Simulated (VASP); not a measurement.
# MnH5 (R-3m) in VASP: further runs

The runs below take MnH5 through single point, relaxation of cell and atoms, with PBE.

Program: VASP 6.6.1. These are calculated values, not measurements. Logs are shortened: lines on timing, memory, paths and dates and some standing lists are left out, and cuts for length are marked.

## (1) The cell of the first run

It takes space group R-3m (No. 166, trigonal). The conventional cell has a = 3.453 Å, b = 3.453 Å, c = 11.354 Å, α = 90.00°, β = 90.00°, γ = 120.00°. Within 2.2 Å of Mn (site symmetry -3m) lie 8 H at 1.67 to 1.73 Å. H (site symmetry 2/m) has 10 H at 1.73 to 2.40 Å and 2 Mn at 1.73 Å within 2.5 Å. Within 2.2 Å of H (site symmetry 3m) lie 1 Mn at 1.67 Å and 3 H at 2.04 Å.

The cell was generated, and may not be a known phase.

## (2) Single point, PBE, collinear spin, ferromagnetic start

The input, INCAR:

```
SYSTEM = MnH5
PREC = Accurate
ENCUT = 520
EDIFF = 1E-7
ISMEAR = 0
SIGMA = 0.1
LREAL = .FALSE.
LASPH = .TRUE.
NELM = 150
ALGO = Normal
ISIF = 2
LWAVE = .FALSE.
LCHARG = .FALSE.
ISPIN = 2
MAGMOM = 4 0 0 0 0 0
LORBIT = 11
LMAXMIX = 4
GGA = PE
NBANDS = 22
```

The input, KPOINTS:

```
Automatic mesh
0
G
  6 6 6
  0 0 0
```

The input, POSCAR:

```
MnH5
1.0
    1.7263428085      0.9967044838      3.7846701611
   -1.7263428085      0.9967044838      3.7846701611
    0.0000000000     -1.9934089718      3.7846701599
Mn H
1 5
Direct
    0.5000000000      0.5000000000      0.5000000000
    0.0000000000      0.0000000000      0.5000000000
    0.5000000000      0.0000000000      0.0000000000
    0.0000000000      0.5000000000      0.0000000000
    0.3526595996      0.3526595996      0.3526595996
    0.6473404004      0.6473404004      0.6473404004
```

Potentials or basis: VASP PAW PBE potentials, release 64 (Mn_pv, H).

Run with:

```
cat potpaw_PBE.64/Mn_pv/POTCAR potpaw_PBE.64/H/POTCAR > POTCAR
mpirun -np 1 vasp_std > vasp.out
```

OUTCAR:

```text
SYSTEM = MnH5
   PREC = Accurate
   ENCUT = 520
   EDIFF = 1E-7
   ISMEAR = 0
   LREAL = .FALSE.
   LASPH = .TRUE.
   NELM = 150
   ISIF = 2
   ISPIN = 2
   LORBIT = 11
   GGA = PE

 ion  position               nearest neighbor table
   1  0.500  0.500  0.500-   5 1.67   6 1.67   3 1.73   4 1.73   3 1.73   4 1.73   2 1.73   2 1.73

   2  0.000  0.000  0.500-   1 1.73   1 1.73
   3  0.500  0.000  0.000-   1 1.73   1 1.73
   4  0.000  0.500  0.000-   1 1.73   1 1.73
   5  0.353  0.353  0.353-   1 1.67
   6  0.647  0.647  0.647-   1 1.67

  LATTYP: Found a trigonal (rhomboedric) cell.
 ALAT       =     4.2775469078
 COS(alpha) =     0.6742424319

  Lattice vectors:

 A1 = (   1.7263428085,   0.9967044838,   3.7846701611)
 A2 = (  -1.7263428085,   0.9967044838,   3.7846701611)
 A3 = (   0.0000000000,  -1.9934089718,   3.7846701599)

Analysis of symmetry for initial positions (statically):
=====================================================================
 Subroutine PRICEL returns:
 Original cell was already a primitive cell.

 Routine SETGRP: Setting up the symmetry group for a
 trigonal (rhombohedral) supercell.

 Subroutine GETGRP returns: Found 12 space group operations
 (whereof 12 operations were pure point group operations)
 out of a pool of 12 trial point group operations.

The static configuration has the point symmetry D_3d.

Analysis of symmetry for dynamics (positions and initial velocities):
=====================================================================
 Subroutine PRICEL returns:
 Original cell was already a primitive cell.

 Routine SETGRP: Setting up the symmetry group for a
 trigonal (rhombohedral) supercell.

 Subroutine GETGRP returns: Found 12 space group operations
 (whereof 12 operations were pure point group operations)
 out of a pool of 12 trial point group operations.

The dynamic configuration has the point symmetry D_3d.

Analysis of structural, dynamic, and magnetic symmetry:
=====================================================================
 Subroutine PRICEL returns:
 Original cell was already a primitive cell.

 Routine SETGRP: Setting up the symmetry group for a
 trigonal (rhombohedral) supercell.

 Subroutine GETGRP returns: Found 12 space group operations
 (whereof 12 operations were pure point group operations)
 out of a pool of 12 trial point group operations.

The overall configuration has the point symmetry D_3d.

 Subroutine INISYM returns: Found 12 space group operations
 (whereof 12 operations are pure point group operations),
 and found     1 'primitive' translations

----------------------------------------------------------------------------------------

                                     Primitive cell

  volume of cell :      39.0726

  direct lattice vectors                    reciprocal lattice vectors
     1.726342809  0.996704484  3.784670161     0.289629613  0.167217735  0.088074606
    -1.726342809  0.996704484  3.784670161    -0.289629613  0.167217735  0.088074606
     0.000000000 -1.993408972  3.784670160     0.000000000 -0.334435470  0.088074606

  length of vectors
     4.277546908  4.277546908  4.277546908     0.345838431  0.345838431  0.345838431

  position of ions in fractional coordinates (direct lattice)
     0.500000000  0.500000000  0.500000000
     0.000000000  0.000000000  0.500000000
     0.500000000  0.000000000  0.000000000
     0.000000000  0.500000000  0.000000000
     0.352659600  0.352659600  0.352659600
     0.647340400  0.647340400  0.647340400

  ion indices of the primitive-cell ions
   primitive index   ion index
                 1           1
                 2           2
                 3           3
                 4           4
                 5           5
                 6           6

----------------------------------------------------------------------------------------

 KPOINTS: Automatic mesh

Automatic generation of k-mesh.
 Grid dimensions read from file:
 generate k-points for:    6    6    6

 Generating k-lattice:

  Cartesian coordinates                     Fractional coordinates (reciprocal lattice)
     0.048271602  0.027869623  0.014679101     0.166666667  0.000000000  0.000000000
[... 39 lines left out ...]
 -0.333333  0.500000  0.166667     12.000000
 [... further k-points ...]
   k-points           NKPTS =     32   k-points in BZ     NKDIM =     32   number of bands    NBANDS=     22
   number of dos      NEDOS =    301   number of ions     NIONS =      6
   total plane-waves  NPLWV =  32768
   dimension x,y,z NGX =    32 NGY =   32 NGZ =   32
   dimension x,y,z NGXF=    64 NGYF=   64 NGZF=   64
   ions per type =               1   5
   NGX,Y,Z   is equivalent  to a cutoff of  12.44, 12.44, 12.44 a.u.
   NGXF,Y,Z  is equivalent  to a cutoff of  24.87, 24.87, 24.87 a.u.
 SYSTEM =  MnH5
   PREC   = accura    normal or accurate (medium, high low for compatibility)
   ISTART =      0    job   : 0-new  1-cont  2-samecut
   ICHARG =      2    charge: 1-file 2-atom 10-const
   ISPIN  =      2    spin polarized calculation?
   LNONCOLLINEAR =      F non collinear calculations
   LSORBIT =      F    spin-orbit coupling
   LASPH  =      T    aspherical Exc in radial PAW
   ENCUT  =  520.0 eV  38.22 Ry    6.18 a.u.   7.95  7.95  7.95*2*pi/ulx,y,z
   NELM   =    150;   NELMIN=  2; NELMDL= -5     # of ELM steps
   EDIFF  = 0.1E-06   stopping-criterion for ELM
   LREAL  =      F    real-space projection
   EDIFFG = 0.1E-05   stopping-criterion for IOM
   NSW    =      0    number of steps for IOM
   IBRION =     -1    ionic relax: 0-MD 1-quasi-New 2-CG
   NFREE  =      0    steps in history (QN), initial steepest desc. (CG)
   ISIF   =      2    stress and relaxation
   ISYM   =      2    0-nonsym 1-usesym 2-fastsym
   POTIM  = 0.5000    time-step for ionic-motion
   TEBEG  =    0.0;   TEEND  =   0.0 temperature during run
   PSTRESS=    0.0 pullay stress
   NELECT =      18.0000    total number of electrons
   NUPDOWN=      -1.0000    fix difference up-down
   EMIN   =  10.00;   EMAX   =-10.00  energy-range for DOS
   EFERMI =   0.00;   METHOD = LEGACY
   ISMEAR =     0;   SIGMA  =   0.10  broadening in eV -4-tet -1-fermi 0-gaus
   EFERMI_NEDOS =   21; number of points for ismear=-14 and -15
   IALGO  =     38    algorithm
   IMIX   =      4    mixing-type and parameters
     AMIX     =   0.40;   BMIX     =  1.00
     AMIX_MAG =   1.60;   BMIX_MAG =  1.00
  volume/ion in A,a.u.               =       6.51        43.95
  Fermi-wavevector in a.u.,A,eV,Ry     =   1.264372  2.389316 21.750759  1.598636
  Thomas-Fermi vector in A             =   2.397680
   LORBIT       =     11    0 simple, 1 ext, 2 COOP (PROOUT), +10 PAW based schemes
   GGA     = PE    functional components
   LHFCALC =     F    Hartree Fock is set to
   AEXX    =    0.0000 exact exchange contribution
   IVDW    =     0    specifies the selected vdW correction
   LEPSILON=     F    determine dielectric tensor
   LRPA    =     F    only Hartree local field effects (RPA)
 spin polarized calculation
 Gauss-broadening in eV      SIGMA  =   0.10
  energy-cutoff  :      520.00
  volume of cell :       39.07
 maximum number of plane-waves:      1076
   NGX = 15   NGY = 15   NGZ = 15

 number of electron      18.0000010 magnetization       2.6478255

 Free energy of the ion-electron system (eV)
  ---------------------------------------------------
  ext. energy  EPLUGINS =         0.00000000
  ---------------------------------------------------
  free energy    TOTEN  =       -22.04344535 eV

  energy without entropy =      -22.03929785  energy(sigma->0) =      -22.04137160

 E-fermi :   1.5363     XC(G=0):  -9.8166

 val. band max:        1.5303350641   @ k =  -0.3333   0.1667   0.0000
 cond. band min:       1.5630360964   @ k =   0.5000   0.0000   0.0000
 fundamental gap:      0.0327010324
 Fermi energy:         1.5362600264

 spin component 1

 k-point     1 :       0.0000    0.0000    0.0000
  band No.  band energies     occupation
      1     -47.9542      1.00000
      2     -47.8998      1.00000
      3     -47.8998      1.00000
      4      -8.4278      1.00000
      5      -3.5423      1.00000
      6      -2.1394      1.00000
[... 565 lines left out ...]
     20      19.1423      0.00000
     21      21.2210      0.00000

 [... further k-points ...]

 spin component 2

 k-point     1 :       0.0000    0.0000    0.0000
  band No.  band energies     occupation
      1     -45.1192      1.00000
      2     -45.1192      1.00000
      3     -44.8143      1.00000
      4      -8.3902      1.00000
      5      -2.9939      1.00000
      6      -0.8774      1.00000
[... 565 lines left out ...]
     20      19.4322      0.00000
     21      21.5069      0.00000

 [... further k-points ...]

 [bands above 21 left out]

------------------------ aborting loop because EDIFF is reached ----------------------------------------

  FORCE on cell =-STRESS in cart. coord.  units (eV):
  Direction    XX          YY          ZZ          XY          YZ          ZX
  --------------------------------------------------------------------------------------
  -------------------------------------------------------------------------------------
  Total        0.0169473      0.0169473     -0.0636223     -0.0000000      0.0000000      0.0000000
  in kB        0.6949249      0.6949249     -2.6088401     -0.0000000      0.0000000      0.0000000
  external PRESSURE =      -0.4063301 kB  Pullay stress =       0.0000000 kB

 VOLUME and BASIS-vectors are now :
 -----------------------------------------------------------------------------
  energy-cutoff  :      520.00
  volume of cell :       39.07
      direct lattice vectors                 reciprocal lattice vectors
     1.726342809  0.996704484  3.784670161     0.289629613  0.167217735  0.088074606
    -1.726342809  0.996704484  3.784670161    -0.289629613  0.167217735  0.088074606
     0.000000000 -1.993408972  3.784670160     0.000000000 -0.334435470  0.088074606

 POSITION                                       TOTAL-FORCE (eV/Angst)
 -----------------------------------------------------------------------------------
      0.00000     -0.00000      5.67701         0.000000     -0.000000     -0.000000
      0.00000     -0.99670      1.89234        -0.000000     -0.000000      0.000000
      0.86317      0.49835      1.89234         0.000000      0.000000      0.000000
     -0.86317      0.49835      1.89234         0.000000      0.000000     -0.000000
      0.00000     -0.00000      4.00410         0.000000      0.000000     -0.002817
      0.00000     -0.00000      7.34991         0.000000     -0.000000      0.002817
 -----------------------------------------------------------------------------------
    total drift:                               -0.000000      0.000000      0.000000

  FREE ENERGIE OF THE ION-ELECTRON SYSTEM (eV)
  ---------------------------------------------------
  free  energy   TOTEN  =       -22.0434453550 eV

  energy  without entropy=      -22.0392978514  energy(sigma->0) =      -22.04137160

 total charge

# of ion       s       p       d       tot
------------------------------------------
    1        0.386   6.342   5.067  11.795
    2        0.509   0.017   0.000   0.526
    3        0.509   0.017   0.000   0.526
    4        0.509   0.017   0.000   0.526
    5        0.477   0.010   0.000   0.487
    6        0.477   0.010   0.000   0.487
--------------------------------------------------
tot          2.868   6.413   5.067  14.348

 magnetization (x)

# of ion       s       p       d       tot
------------------------------------------
    1        0.037   0.022   2.676   2.735
    2       -0.055   0.004   0.000  -0.052
    3       -0.055   0.004   0.000  -0.052
    4       -0.055   0.004   0.000  -0.052
    5       -0.003   0.002   0.000  -0.001
    6       -0.003   0.002   0.000  -0.001
--------------------------------------------------
tot         -0.136   0.037   2.676   2.577
```

It took 31 s on 1 thread of Intel Xeon 6975P-C (Granite Rapids), shared host; peak memory 0.22 GiB.

Results:

```
Free energy                                           : -22.0434 eV
Pressure                                              : 0.0 GPa
Net moment                                            : 2.65 μB per cell
Site moments                                          : Mn +2.73; H -0.05, -0.00 (each value once) μB
Valence electrons inside the program's atomic spheres : Mn 11.79; H 0.53, 0.49 (each value once)
```

Forces on the atoms (eV/Å):
```
Mn   0.000  0.000  0.000
H    0.000  0.000  0.000
H    0.000  0.000  0.000
H    0.000  0.000  0.000
H    0.000  0.000 -0.003
H    0.000  0.000  0.003
```

Stress tensor (GPa, compression positive):
```
 0.07  0.00  0.00
 0.00  0.07  0.00
 0.00  0.00 -0.26
```

Caveat: the k points lie up to 0.36 Å⁻¹ apart.

## (3) Single point, PBE, collinear spin, ferromagnetic start

This run uses another cell than the first one, of 7.18 Å³/atom.

The input, INCAR:

```
SYSTEM = MnH5
  ALGO = Normal
  EDIFF = 1E-6
  ENCUT = 520
  GGA = PE
  ISIF = 2
  ISMEAR = 0
  ISPIN = 2
  LASPH = .True.
  LCHARG = .True.
  LELF = .True.
  LMAXMIX = 4
  LORBIT = 11
  LREAL = .False.
  LVHAR = .True.
  LWAVE = .False.
  MAGMOM = 4 0 0 0 0 0
  NBANDS = 22
  NELM = 150
  PREC = Accurate
  SIGMA = 0.1
```

The input, KPOINTS:

```
k-points
0
Gamma
  6 6 6
  0 0 0
```

The input, POSCAR:

```
MnH5
1.0
    1.6629045100      0.9600783600      4.4975596800
   -1.6629045100      0.9600783600      4.4975596800
    0.0000000000     -1.9201567300      4.4975596800
Mn H
1 5
Direct
    0.5000000000      0.5000000000      0.5000000000
    0.0000000000      0.0000000000      0.5000000000
    0.5000000000      0.0000000000      0.0000000000
    0.0000000000      0.5000000000      0.0000000000
    0.2764045100      0.2764045100      0.2764045100
    0.7235954900      0.7235954900      0.7235954900
```

Potentials or basis: VASP PAW PBE potentials, release 64 (Mn_pv, H).

Run with:

```
cat potpaw_PBE.64/Mn_pv/POTCAR potpaw_PBE.64/H/POTCAR > POTCAR
mpirun -np 1 vasp_std > vasp.out
```

It took 42 s on 1 thread of Intel Xeon 6975P-C (Granite Rapids), shared host; peak memory 0.25 GiB.

It converged, with:

```
Free energy                                           : -20.1154 eV
Pressure                                              : -1.7 GPa
Largest force                                         : 0.063 eV/Å
Net moment                                            : 2.31 μB per cell
Site moments                                          : Mn +2.78; H -0.06, -0.09 (each value once) μB
Valence electrons inside the program's atomic spheres : Mn 11.76; H 0.55, 0.39 (each value once)
```

Forces in eV/Å, atoms in the order of the input:
```
Mn   0.000  0.000  0.000
H    0.000  0.000  0.000
H    0.000  0.000  0.000
H    0.000  0.000  0.000
H    0.000  0.000 -0.063
H    0.000  0.000  0.063
```

Stress tensor (GPa, compression positive):
```
 1.72  0.00  0.00
 0.00  1.72  0.00
 0.00  0.00 -8.53
```

Levels at points of the mesh, in eV from the Fermi level:
Spin up:
| k point | band 6 | band 7 | band 8 | band 9 | band 10 | band 11 | band 12 | band 13 | band 14 | band 15 |
| --- | --- | --- | --- | --- | --- | --- | --- | --- | --- | --- |
| (0.00, 0.00, 0.00) | -4.50 | -3.85 | -1.99 | -1.99 | -1.75 | 1.16 | 7.06 | 7.06 | 7.57 | 11.52 |
| (0.50, 0.00, 0.00) | -3.54 | -2.18 | -2.10 | -1.92 | -0.98 | 0.98 | 1.68 | 1.77 | 4.13 | 7.88 |
| (0.50, 0.50, 0.00) | -3.48 | -2.15 | -1.96 | -1.92 | -0.70 | -0.27 | 0.89 | 0.97 | 8.09 | 8.78 |
| (0.50, 0.50, 0.50) | -4.50 | -4.50 | -2.14 | -1.97 | -1.97 | 3.79 | 7.05 | 7.05 | 8.29 | 10.15 |
Spin down:
```tsv
k point	band 5	band 6	band 7	band 8	band 9	band 10	band 11	band 12
(0.00, 0.00, 0.00)	-3.41	-3.31	-3.31	-2.18	1.04	1.04	2.75	7.59
(0.50, 0.00, 0.00)	-7.23	-2.68	0.36	0.37	0.73	0.78	0.82	1.04
(0.50, 0.50, 0.00)	-7.03	-2.44	-1.23	0.37	0.55	0.64	0.85	1.55
(0.50, 0.50, 0.50)	-5.37	-3.31	-3.31	-0.30	1.07	1.07	3.54	7.92
```

Caveat: the k points lie up to 0.37 Å⁻¹ apart.

[end of part 1 of 2]
